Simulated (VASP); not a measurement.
# ZnF2 (P4_2/mnm) in VASP: notebook

ZnF2 is run at these levels: r2SCAN; tasks: phonons.

Program: VASP 6.6.1. These are calculated values, not measurements. Logs are shortened: lines on timing, memory, paths and dates and some standing lists are left out, and cuts for length are marked.

## (1) The cell of the first run

It takes space group P4_2/mnm (No. 136, tetragonal). Conventional cell: a = 4.727 Å, b = 4.727 Å, c = 3.142 Å, α = 90.00°, β = 90.00°, γ = 90.00°. Within 2.7 Å of Zn (site symmetry mmm) lie 6 F at 2.03 to 2.05 Å. Within 2.7 Å of F (site symmetry m2m) lie 3 Zn at 2.03 to 2.05 Å and 1 F at 2.63 Å.

## (2) Phonons, r2SCAN (volume scaled by 1.015)

Contents of INCAR:

```
SYSTEM = ZnF2
PREC = Accurate
ENCUT = 660
EDIFF = 1E-8
ISMEAR = 0
SIGMA = 0.01
LREAL = .False.
LASPH = .True.
NELM = 120
ALGO = Normal
ISIF = 2
LWAVE = .False.
LCHARG = .False.
METAGGA = R2SCAN
LMIXTAU = .True.
IBRION = 6
NFREE = 2
POTIM = 0.015
NSW = 1
GGA_COMPAT = .False.
KPAR = 4
```

Contents of KPOINTS:

```
Automatic mesh
0
Gamma
  4 4 6
  0 0 0
```

Contents of POSCAR:

```
ZnF2
1.0
    4.7268732442      0.0000000000      0.0000000000
    0.0000000000      4.7268732442      0.0000000000
    0.0000000000      0.0000000000      3.1422338924
Zn F
2 4
Direct
    0.0000000000      0.0000000000      0.0000000000
    0.5000000000      0.5000000000      0.5000000000
    0.3036539308      0.3036539308      0.0000000000
    0.1963460692      0.8036539308      0.5000000000
    0.6963460692      0.6963460692      0.0000000000
    0.8036539308      0.1963460692      0.5000000000
```

Potentials or basis: VASP PAW PBE potentials, release 64 (Zn, F).

Started as:

```sh
$ cat potpaw_PBE.64/Zn/POTCAR potpaw_PBE.64/F/POTCAR > POTCAR
$ mpirun -np 4 vasp_std > vasp.out
```

OUTCAR:

```text
SYSTEM = ZnF2
   PREC = Accurate
   ENCUT = 660
   EDIFF = 1E-8
   ISMEAR = 0
   LREAL = .False.
   LASPH = .True.
   NELM = 120
   ISIF = 2
   METAGGA = R2SCAN
   IBRION = 6
   NFREE = 2
   POTIM = 0.015
   NSW = 1

 ion  position               nearest neighbor table
   1  0.000  0.000  0.000-   3 2.03   5 2.03   4 2.05   6 2.05   4 2.05   6 2.05
   2  0.500  0.500  0.500-   4 2.03   6 2.03   5 2.05   3 2.05   3 2.05   5 2.05
   3  0.304  0.304  0.000-   1 2.03   2 2.05   2 2.05
   4  0.196  0.804  0.500-   2 2.03   1 2.05   1 2.05
   5  0.696  0.696  0.000-   1 2.03   2 2.05   2 2.05
   6  0.804  0.196  0.500-   2 2.03   1 2.05   1 2.05

  LATTYP: Found a simple tetragonal cell.
 ALAT       =     4.7268732442
 C/A-ratio  =     0.6647594996

  Lattice vectors:

 A1 = (   4.7268732442,   0.0000000000,   0.0000000000)
 A2 = (   0.0000000000,   4.7268732442,   0.0000000000)
 A3 = (   0.0000000000,   0.0000000000,   3.1422338924)

Analysis of symmetry for initial positions (statically):
=====================================================================
 Subroutine PRICEL returns:
 Original cell was already a primitive cell.

 Routine SETGRP: Setting up the symmetry group for a
 simple tetragonal supercell.

 Subroutine GETGRP returns: Found 16 space group operations
 (whereof  8 operations were pure point group operations)
 out of a pool of 16 trial point group operations.

The static configuration has the point symmetry D_2h.
 The point group associated with its full space group is D_4h.

Analysis of symmetry for dynamics (positions and initial velocities):
=====================================================================
 Subroutine PRICEL returns:
 Original cell was already a primitive cell.

 Routine SETGRP: Setting up the symmetry group for a
 simple tetragonal supercell.

 Subroutine GETGRP returns: Found 16 space group operations
 (whereof  8 operations were pure point group operations)
 out of a pool of 16 trial point group operations.

The dynamic configuration has the point symmetry D_2h.
 The point group associated with its full space group is D_4h.

 Subroutine INISYM returns: Found 16 space group operations
 (whereof  8 operations are pure point group operations),
 and found     1 'primitive' translations

----------------------------------------------------------------------------------------

                                     Primitive cell

  volume of cell :      70.2080

  direct lattice vectors                    reciprocal lattice vectors
     4.726873244  0.000000000  0.000000000     0.211556339  0.000000000  0.000000000
     0.000000000  4.726873244  0.000000000     0.000000000  0.211556339  0.000000000
     0.000000000  0.000000000  3.142233892     0.000000000  0.000000000  0.318244928

  length of vectors
     4.726873244  4.726873244  3.142233892     0.211556339  0.211556339  0.318244928

  position of ions in fractional coordinates (direct lattice)
     0.000000000  0.000000000  0.000000000
     0.500000000  0.500000000  0.500000000
     0.303653931  0.303653931  0.000000000
     0.196346069  0.803653931  0.500000000
     0.696346069  0.696346069  0.000000000
     0.803653931  0.196346069  0.500000000

  ion indices of the primitive-cell ions
   primitive index   ion index
                 1           1
                 2           2
                 3           3
                 4           4
                 5           5
                 6           6

[... 72 lines left out ...]
   EDIFFG = 0.1E-06   stopping-criterion for IOM
   NSW    =    109    number of steps for IOM
   IBRION =      6    ionic relax: 0-MD 1-quasi-New 2-CG
   NFREE  =      2    steps in history (QN), initial steepest desc. (CG)
   ISIF   =      2    stress and relaxation
   ISYM   =      2    0-nonsym 1-usesym 2-fastsym
   POTIM  = 0.0150    time-step for ionic-motion
   TEBEG  =    0.0;   TEEND  =   0.0 temperature during run
   PSTRESS=    0.0 pullay stress
   NELECT =      52.0000    total number of electrons
   NUPDOWN=      -1.0000    fix difference up-down
   EMIN   =  10.00;   EMAX   =-10.00  energy-range for DOS
   EFERMI =   0.00;   METHOD = LEGACY
   ISMEAR =     0;   SIGMA  =   0.01  broadening in eV -4-tet -1-fermi 0-gaus
   EFERMI_NEDOS =   21; number of points for ismear=-14 and -15
   IALGO  =     38    algorithm
   IMIX   =      4    mixing-type and parameters
     AMIX     =   0.40;   BMIX     =  1.00
     AMIX_MAG =   1.60;   BMIX_MAG =  1.00
  volume/ion in A,a.u.               =      11.70        78.96
  Fermi-wavevector in a.u.,A,eV,Ry     =   1.481200  2.799063 29.850563  2.193954
  Thomas-Fermi vector in A             =   2.595140
   LORBIT       =      0    0 simple, 1 ext, 2 COOP (PROOUT), +10 PAW based schemes
   METAGGA = R2SCAN    functional components
   LHFCALC =     F    Hartree Fock is set to
   AEXX    =    0.0000 exact exchange contribution
   IVDW    =     0    specifies the selected vdW correction
   LEPSILON=     F    determine dielectric tensor
   LRPA    =     F    only Hartree local field effects (RPA)
 finite differences with symmetry
 non-spin polarized calculation
 Gauss-broadening in eV      SIGMA  =   0.01
  energy-cutoff  :      660.00
  volume of cell :       70.21
 maximum number of plane-waves:      2724
 NGX is ok and might be reduce to    40
   NGX = 19   NGY = 19   NGZ = 13

--------------------------------------- Ionic step        1  -------------------------------------------

 number of electron      51.9999999 magnetization

 Free energy of the ion-electron system (eV)
  ---------------------------------------------------
  ext. energy  EPLUGINS =         0.00000000
  ---------------------------------------------------
  free energy    TOTEN  =       -45.68642043 eV

  energy without entropy =      -45.68642043  energy(sigma->0) =      -45.68642043

------------------------ aborting loop because EDIFF is reached ----------------------------------------

  FORCE on cell =-STRESS in cart. coord.  units (eV):
  Direction    XX          YY          ZZ          XY          YZ          ZX
  --------------------------------------------------------------------------------------
  -------------------------------------------------------------------------------------
  Total       -0.5964521     -0.5964521     -0.6523344      0.0000000      0.0000000      0.0000000
  in kB      -13.6113042    -13.6113042    -14.8865636      0.0000000      0.0000000      0.0000000
  external PRESSURE =     -14.0363907 kB  Pullay stress =       0.0000000 kB
[... 307 lines left out ...]
--------------------------------------- Ionic step        9  -------------------------------------------

 number of electron      52.0000002 magnetization

 Free energy of the ion-electron system (eV)
  ---------------------------------------------------
  ext. energy  EPLUGINS =         0.00000000
  ---------------------------------------------------
  free energy    TOTEN  =       -45.68586449 eV

  energy without entropy =      -45.68586449  energy(sigma->0) =      -45.68586449

 E-fermi :  -1.6986     XC(G=0): -10.8833

 val. band max:       -1.7841663393   @ k =   0.0000   0.0000   0.0000
 cond. band min:       2.4219054199   @ k =   0.0000   0.0000   0.0000
 fundamental gap:      4.2060717592
 Fermi energy:        -1.6985603854

 k-point     1 :       0.0000    0.0000    0.0000
  band No.  band energies     occupation
      1     -24.7760      2.00000
      2     -24.0587      2.00000
      3     -24.0585      2.00000
      4     -24.0257      2.00000
      5      -7.9206      2.00000
      6      -7.1198      2.00000
[... 805 lines left out ...]
     30      10.4385      0.00000
     31      11.3796      0.00000

 [... further k-points ...]
[... 5 lines left out ...]
  --------------------------------------------------------------------------------------
  -------------------------------------------------------------------------------------
  Total       -0.5936631     -0.5936631     -0.6493634      0.0012258     -0.0234315     -0.0234271
  in kB      -13.5476569    -13.5476569    -14.8187634      0.0279727     -0.5347166     -0.5346164
  external PRESSURE =     -13.9713591 kB  Pullay stress =       0.0000000 kB
[... 21 lines left out ...]
  FREE ENERGIE OF THE ION-ELECTRON SYSTEM (eV)
  ---------------------------------------------------
  free  energy   TOTEN  =       -45.6858644868 eV

  energy  without entropy=      -45.6858644868  energy(sigma->0) =      -45.68586449

 INTERNAL STRAIN TENSORS FROM DISPLACED ATOMS
 ============================================

 INTERNAL STRAIN TENSOR FOR ION    1 for displacements in x,y,z  (eV/Angst):
          X           Y           Z          XY          YZ          ZX
  --------------------------------------------------------------------------------
  x     0.00000     0.00000     0.00000     0.00000     0.00000     0.00000
  y     0.00000     0.00000     0.00000     0.00000     0.00000     0.00000
  z     0.00000     0.00000     0.00000     0.00000     0.00000     0.00000

 INTERNAL STRAIN TENSOR FOR ION    6 for displacements in x,y,z  (eV/Angst):
          X           Y           Z          XY          YZ          ZX
  --------------------------------------------------------------------------------
  x     1.09913     0.59900     1.85329     1.15641     0.00000     0.00000
  y    -0.59900    -1.09913    -1.85329    -1.15640     0.00000     0.00000
  z     0.00000     0.00000     0.00000     0.00000    -1.56182     1.56153

 Eigenvectors and eigenvalues of the dynamical matrix
 ----------------------------------------------------

   1 f  =   15.426480 THz    96.927431 2PiTHz  514.571978 cm-1    63.798765 meV
             X         Y         Z           dx          dy          dz
      0.000000  0.000000  0.000000     0.000000   -0.000000   -0.000000
      2.363437  2.363437  1.571117     0.000000    0.000000    0.000000
      1.435334  1.435334  0.000000    -0.353553   -0.353553    0.000000
      0.928103  3.798770  1.571117    -0.353553    0.353553   -0.000000
      3.291540  3.291540  0.000000     0.353553    0.353553    0.000000
      3.798770  0.928103  1.571117     0.353553   -0.353553   -0.000000
[... 145 lines left out ...]
  18 f/i=    0.482434 THz     3.031225 2PiTHz   16.092282 cm-1     1.995188 meV
             X         Y         Z           dx          dy          dz
      0.000000  0.000000  0.000000     0.378525    0.475848    0.000000
      2.363437  2.363437  1.571117     0.354411    0.456900    0.000000
      1.435334  1.435334  0.000000     0.184748    0.226719    0.000000
      0.928103  3.798770  1.571117     0.150264    0.199623    0.000000
      3.291540  3.291540  0.000000     0.184748    0.226719    0.000000
      3.798770  0.928103  1.571117     0.150264    0.199623    0.000000

 ELASTIC MODULI CONTR FROM IONIC RELAXATION (kBar)
 Direction    XX          YY          ZZ          XY          YZ          ZX
 --------------------------------------------------------------------------------
 XX         -56.2217     23.6400    -35.5587     -0.0000      0.0000      0.0000
 YY          23.6400    -56.2217    -35.5587     -0.0000     -0.0000     -0.0000
 ZZ         -35.5587    -35.5587    -77.6155     -0.0000      0.0000      0.0000
 XY          -0.0000     -0.0000     -0.0000    -13.1976     -0.0000     -0.0000
 YZ           0.0000     -0.0000      0.0000     -0.0000    -52.9275      0.0000
 ZX           0.0000     -0.0000      0.0000     -0.0000      0.0000    -52.9077
 --------------------------------------------------------------------------------
```

Wall time 6.5 min (4 MPI ranks of Intel Xeon Platinum 8481C at 2.70GHz (Sapphire Rapids), shared host); peak memory 0.39 GiB.

Results:

```yaml
Highest_phonon_frequency_at_Γ_LO-TO_splitting_left_out: 515 cm⁻¹
```

Phonon frequencies in cm⁻¹ (negative: imaginary):
| q point | frequencies |
| --- | --- |
| (0.000, 0.000, 0.000) | -16 -16 -5 64 131 163 163 231 231 245 245 249 302 340 360 384 384 515 |

Caveat: the cell wasn't relaxed at this level first, which shifts response properties; some modes are imaginary; the PAW data sets were made with another functional, which shifts forces and pressure a little.

(Continued in part 2 of 2.)
